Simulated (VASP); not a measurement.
# Nb in VASP: density of states with PBE

Aim: the density of states of Nb with PBE.

All numbers are computed with VASP 6.6.1; they aren't measurements. Logs are shortened: lines on timing, memory, paths and dates and some standing lists are left out, and cuts for length are marked.

## (1) The cell of the first run

The cell holds a slab with vacuum, 3 atoms: a = 4.683 Å, b = 4.683 Å, c = 17.912 Å, α = 90.00°, β = 90.00°, γ = 120.00°.

## (2) Density of states, PBE

POSCAR

```
Nb
1.0
    4.6833292383      0.0000000000      0.0000000000
   -2.3416646191      4.0558820946      0.0000000000
    0.0000000000      0.0000000000     17.9120000000
Nb
3
Direct
    0.1666666665      0.3333333335      0.4466290433
    0.5000000005      0.9999999995      0.4999999998
    0.8333333335      0.6666666665      0.5533709567
```

INCAR.step1

```
SYSTEM = Nb
PREC     = Accurate       ! precision mode
ENCUT    = 520            ! plane-wave cutoff, eV
EDIFF    = 1E-6           ! SCF threshold, eV
ISMEAR   = -1             ! smearing method
SIGMA    = 0.08           ! smearing width, eV
LREAL    = .FALSE.        ! projectors in reciprocal space
LASPH    = .TRUE.         ! aspherical terms in the spheres
NELM     = 100            ! most SCF steps
ALGO     = Normal         ! electronic algorithm
ISIF     = 2              ! what is computed and relaxed
LWAVE    = .FALSE.        ! write WAVECAR
LCHARG   = .TRUE.         ! write CHGCAR
LMAXMIX  = 4              ! l up to which the mixer works
LDIPOL   = .TRUE.       
IDIPOL   = 3            
DIPOL    = 0.5 0.5 0.500
GGA      = PE             ! functional
NBANDS   = 26             ! bands
```

KPOINTS.step1

```
Automatic mesh
0
G
  9 9 1
  0 0 0
```

INCAR.step2

```
SYSTEM = Nb
PREC     = Accurate       ! precision mode
ENCUT    = 520            ! plane-wave cutoff, eV
EDIFF    = 1E-6           ! SCF threshold, eV
ISMEAR   = -5             ! smearing method
SIGMA    = 0.08           ! smearing width, eV
LREAL    = .FALSE.        ! projectors in reciprocal space
LASPH    = .TRUE.         ! aspherical terms in the spheres
NELM     = 100            ! most SCF steps
ALGO     = Normal         ! electronic algorithm
ISIF     = 2              ! what is computed and relaxed
LWAVE    = .FALSE.        ! write WAVECAR
LCHARG   = .FALSE.        ! write CHGCAR
LMAXMIX  = 4              ! l up to which the mixer works
LDIPOL   = .TRUE.       
IDIPOL   = 3            
DIPOL    = 0.5 0.5 0.500
GGA      = PE             ! functional
LORBIT   = 11             ! projections on sites
NBANDS   = 26             ! bands
NEDOS    = 2001           ! points of the DOS
ICHARG   = 11             ! starting density
```

KPOINTS.step2

```
Automatic mesh
0
G
  14 14 1
  0 0 0
```

Potentials or basis: VASP PAW PBE potentials, release 64 (Nb_sv).

The run is started by

```
cat potpaw_PBE.64/Nb_sv/POTCAR > POTCAR
cp INCAR.step1 INCAR
cp KPOINTS.step1 KPOINTS
mpirun -np 1 vasp_std > vasp.out
cp INCAR.step2 INCAR
cp KPOINTS.step2 KPOINTS
mpirun -np 1 vasp_std > vasp.out
```

OUTCAR:

```text
SYSTEM = Nb
   PREC = Accurate
   ENCUT = 520
   EDIFF = 1E-6
   ISMEAR = -5
   LREAL = .FALSE.
   LASPH = .TRUE.
   NELM = 100
   ISIF = 2
   GGA = PE
   LORBIT = 11
   ICHARG = 11

 ion  position               nearest neighbor table
   1  0.167  0.333  0.447-   2 2.87   2 2.87   2 2.87
   2  0.500  1.000  0.500-   1 2.87   1 2.87   3 2.87   3 2.87   3 2.87   1 2.87
   3  0.833  0.667  0.553-   2 2.87   2 2.87   2 2.87

  LATTYP: Found a hexagonal cell.
 ALAT       =     4.6833292383
 C/A-ratio  =     3.8246296787

  Lattice vectors:

 A1 = (   4.6833292383,   0.0000000000,   0.0000000000)
 A2 = (  -2.3416646191,   4.0558820946,   0.0000000000)
 A3 = (   0.0000000000,   0.0000000000,  17.9120000000)

Analysis of symmetry for initial positions (statically):
=====================================================================
 Subroutine PRICEL returns:
 Original cell was already a primitive cell.

 Routine SETGRP: Setting up the symmetry group for a
 hexagonal supercell.

 Subroutine GETGRP returns: Found 12 space group operations
 (whereof  4 operations were pure point group operations)
 out of a pool of 24 trial point group operations.

The static configuration has the point symmetry C_2h.
 The point group associated with its full space group is D_3d.

Analysis of symmetry for dynamics (positions and initial velocities):
=====================================================================
 Subroutine PRICEL returns:
 Original cell was already a primitive cell.

 Routine SETGRP: Setting up the symmetry group for a
 hexagonal supercell.

 Subroutine GETGRP returns: Found 12 space group operations
 (whereof  4 operations were pure point group operations)
 out of a pool of 24 trial point group operations.

The dynamic configuration has the point symmetry C_2h.
 The point group associated with its full space group is D_3d.

 Subroutine INISYM returns: Found 12 space group operations
 (whereof  4 operations are pure point group operations),
 and found     1 'primitive' translations

----------------------------------------------------------------------------------------

                                     Primitive cell

  volume of cell :     340.2390

  direct lattice vectors                    reciprocal lattice vectors
     4.683329238  0.000000000  0.000000000     0.213523318  0.123277745  0.000000000
    -2.341664619  4.055882095  0.000000000     0.000000000  0.246555491  0.000000000
     0.000000000  0.000000000 17.912000000     0.000000000  0.000000000  0.055828495

  length of vectors
     4.683329238  4.683329238 17.912000000     0.246555491  0.246555491  0.055828495

  position of ions in fractional coordinates (direct lattice)
     0.166666666  0.333333334  0.446629043
     0.500000001  0.999999999  0.500000000
     0.833333334  0.666666666  0.553370957

  ion indices of the primitive-cell ions
   primitive index   ion index
                 1           1
                 2           2
                 3           3

----------------------------------------------------------------------------------------

 KPOINTS: Automatic mesh

Automatic generation of k-mesh.
 Grid dimensions read from file:
 generate k-points for:   14   14    1

 Generating k-lattice:

  Cartesian coordinates                     Fractional coordinates (reciprocal lattice)
     0.015251666  0.008805553  0.000000000     0.071428571  0.000000000  0.000000000
     0.000000000  0.017611106  0.000000000     0.000000000  0.071428571  0.000000000
     0.000000000  0.000000000  0.055828495     0.000000000  0.000000000  1.000000000

  Length of vectors
     0.017611106  0.017611106  0.055828495

  Shift w.r.t. Gamma in fractional coordinates (k-lattice)
     0.000000000  0.000000000  0.000000000

 TETIRR: Found    105 inequivalent tetrahedra from     1176

 Subroutine IBZKPT returns following result:
 ===========================================

 Found     24 irreducible k-points:

 Following reciprocal coordinates:
            Coordinates               Weight
  0.000000  0.000000  0.000000      1.000000
  0.071429  0.000000  0.000000      6.000000
  0.142857  0.000000  0.000000      6.000000
  0.214286  0.000000  0.000000      6.000000
  0.285714  0.000000  0.000000      6.000000
  0.357143  0.000000  0.000000      6.000000
[... 16 lines left out ...]
  0.285714  0.285714  0.000000      6.000000
  0.357143  0.285714  0.000000      6.000000
   k-points           NKPTS =     24   k-points in BZ     NKDIM =     24   number of bands    NBANDS=     26
   number of dos      NEDOS =   2001   number of ions     NIONS =      3
   total plane-waves  NPLWV = 181440
   dimension x,y,z NGX =    36 NGY =   36 NGZ =  140
   dimension x,y,z NGXF=    72 NGYF=   72 NGZF=  280
   ions per type =               3
   NGX,Y,Z   is equivalent  to a cutoff of  12.78, 12.78, 12.99 a.u.
   NGXF,Y,Z  is equivalent  to a cutoff of  25.56, 25.56, 25.99 a.u.
 SYSTEM =  Nb
   PREC   = accura    normal or accurate (medium, high low for compatibility)
   ISTART =      0    job   : 0-new  1-cont  2-samecut
   ICHARG =     11    charge: 1-file 2-atom 10-const
   ISPIN  =      1    spin polarized calculation?
   LNONCOLLINEAR =      F non collinear calculations
   LSORBIT =      F    spin-orbit coupling
   LASPH  =      T    aspherical Exc in radial PAW
   ENCUT  =  520.0 eV  38.22 Ry    6.18 a.u.   8.71  8.71 33.30*2*pi/ulx,y,z
   NELM   =    100;   NELMIN=  2; NELMDL=  0     # of ELM steps
   EDIFF  = 0.1E-05   stopping-criterion for ELM
   LREAL  =      F    real-space projection
   EDIFFG = 0.1E-04   stopping-criterion for IOM
   NSW    =      0    number of steps for IOM
   IBRION =     -1    ionic relax: 0-MD 1-quasi-New 2-CG
   NFREE  =      0    steps in history (QN), initial steepest desc. (CG)
   ISIF   =      2    stress and relaxation
   ISYM   =      2    0-nonsym 1-usesym 2-fastsym
   POTIM  = 0.5000    time-step for ionic-motion
   TEBEG  =    0.0;   TEEND  =   0.0 temperature during run
   PSTRESS=    0.0 pullay stress
   NELECT =      39.0000    total number of electrons
   NUPDOWN=      -1.0000    fix difference up-down
   EMIN   =  10.00;   EMAX   =-10.00  energy-range for DOS
   EFERMI =   0.00;   METHOD = LEGACY
   ISMEAR =    -5;   SIGMA  =   0.08  broadening in eV -4-tet -1-fermi 0-gaus
   EFERMI_NEDOS =   21; number of points for ismear=-14 and -15
   IALGO  =     38    algorithm
   IMIX   =      4    mixing-type and parameters
     AMIX     =   0.40;   BMIX     =  1.00
     AMIX_MAG =   1.60;   BMIX_MAG =  1.00
  volume/ion in A,a.u.               =     113.41       765.35
  Fermi-wavevector in a.u.,A,eV,Ry     =   0.795246  1.502798  8.604552  0.632417
  Thomas-Fermi vector in A             =   1.901537
   LORBIT       =     11    0 simple, 1 ext, 2 COOP (PROOUT), +10 PAW based schemes
   GGA     = PE    functional components
   LHFCALC =     F    Hartree Fock is set to
   AEXX    =    0.0000 exact exchange contribution
   IVDW    =     0    specifies the selected vdW correction
   LEPSILON=     F    determine dielectric tensor
   LRPA    =     F    only Hartree local field effects (RPA)
 non-spin polarized calculation
 Fermi weights with tetrahedron method with Bloechl corrections
  energy-cutoff  :      520.00
  volume of cell :      340.24
 maximum number of plane-waves:      9187
 NGX is ok and might be reduce to    36

 number of electron      39.0000000 magnetization

 dipolmoment           0.000000      0.000000     -0.000000 electrons x Angstroem

 Free energy of the ion-electron system (eV)
  ---------------------------------------------------
  ext. energy  EPLUGINS =         0.00000000
  ---------------------------------------------------
  free energy    TOTEN  =       -23.46889653 eV

  energy without entropy =      -23.46889653  energy(sigma->0) =      -23.46889653

 E-fermi :  -1.0219     XC(G=0):  -3.3511

 val. band max:       -1.0222936975   @ k =   0.3571   0.1429   0.0000
 cond. band min:      -1.0171596508   @ k =   0.1429   0.1429   0.0000
 fundamental gap:      0.0051340466
 Fermi energy:        -1.0219001456

 k-point     1 :       0.0000    0.0000    0.0000
  band No.  band energies     occupation
      1     -56.1614      2.00000
      2     -56.1237      2.00000
      3     -55.3592      2.00000
      4     -32.3844      2.00000
      5     -32.2961      2.00000
      6     -32.1849      2.00000
[... 18 lines left out ...]
     25       0.5681      0.00000
     26       1.4669      0.00000

 k-point     2 :       0.0714    0.0000    0.0000
  band No.  band energies     occupation
      1     -56.1606      2.00000
      2     -56.1239      2.00000
      3     -55.3598      2.00000
      4     -32.3856      2.00000
      5     -32.2982      2.00000
      6     -32.1999      2.00000
[... 18 lines left out ...]
     25       0.6437      0.00000
     26       1.3983      0.00000

 k-point     3 :       0.1429    0.0000    0.0000
  band No.  band energies     occupation
      1     -56.1582      2.00000
      2     -56.1247      2.00000
      3     -55.3615      2.00000
      4     -32.3896      2.00000
      5     -32.3058      2.00000
      6     -32.2275      2.00000
[... 572 lines left out ...]
 k-point    23 :       0.2857    0.2857    0.0000
  band No.  band energies     occupation
      1     -56.1389      2.00000
      2     -56.1337      2.00000
      3     -55.3729      2.00000
      4     -32.4167      2.00000
      5     -32.4028      2.00000
      6     -32.1787      2.00000
[... 18 lines left out ...]
     25       0.5220      0.00000
     26       0.8810      0.00000

 k-point    24 :       0.3571    0.2857    0.0000
  band No.  band energies     occupation
      1     -56.1371      2.00000
      2     -56.1351      2.00000
      3     -55.3733      2.00000
      4     -32.4161      2.00000
      5     -32.4077      2.00000
      6     -32.1734      2.00000
[... 18 lines left out ...]
     25       0.5308      0.00000
     26       0.5613      0.00000

------------------------ aborting loop because EDIFF is reached ----------------------------------------

 vacuum level on the upper side and lower side of the slab       (xc-potential included)        -0.127        -0.127

  FORCE on cell =-STRESS in cart. coord.  units (eV):
  Direction    XX          YY          ZZ          XY          YZ          ZX
  --------------------------------------------------------------------------------------
  -------------------------------------------------------------------------------------
  Total      -11.4216615    -11.4216615     -3.9628486     -0.0000000      0.0000000     -0.0000000
  in kB      -53.7843316    -53.7843316    -18.6609598     -0.0000000      0.0000000     -0.0000000
  external PRESSURE =     -42.0765410 kB  Pullay stress =       0.0000000 kB

 VOLUME and BASIS-vectors are now :
 -----------------------------------------------------------------------------
  energy-cutoff  :      520.00
  volume of cell :      340.24
      direct lattice vectors                 reciprocal lattice vectors
     4.683329238  0.000000000  0.000000000     0.213523318  0.123277745  0.000000000
    -2.341664619  4.055882095  0.000000000     0.000000000  0.246555491  0.000000000
     0.000000000  0.000000000 17.912000000     0.000000000  0.000000000  0.055828495

 POSITION                                       TOTAL-FORCE (eV/Angst)
 -----------------------------------------------------------------------------------
     -0.00000      1.35196      8.00002        -0.000000     -0.000000      2.168076
      0.00000      4.05588      8.95600         0.000000      0.000000      0.000000
      2.34166      2.70392      9.91198        -0.000000      0.000000     -2.168076
 -----------------------------------------------------------------------------------
    total drift:                                0.000002     -0.000001      0.000003

  FREE ENERGIE OF THE ION-ELECTRON SYSTEM (eV)
  ---------------------------------------------------
  free  energy   TOTEN  =       -23.4688965281 eV

  energy  without entropy=      -23.4688965281  energy(sigma->0) =      -23.46889653

 vacuum level on the upper side and lower side of the slab         2.321         2.321

 total charge

# of ion       s       p       d       tot
------------------------------------------
    1        2.195   5.913   2.439  10.548
    2        2.236   5.941   2.490  10.668
    3        2.195   5.913   2.439  10.548
--------------------------------------------------
tot          6.627  17.768   7.369  31.764
```

It took 3.1 min on 1 thread of Intel Xeon 6975P-C (Granite Rapids), shared host; peak memory 0.47 GiB.

What came out:

```yaml
Valence_electrons_inside_the_program's_atomic_spheres: Nb 10.55, 10.67
```

Caveat: tetrahedron occupations give inexact forces and stress in metals.
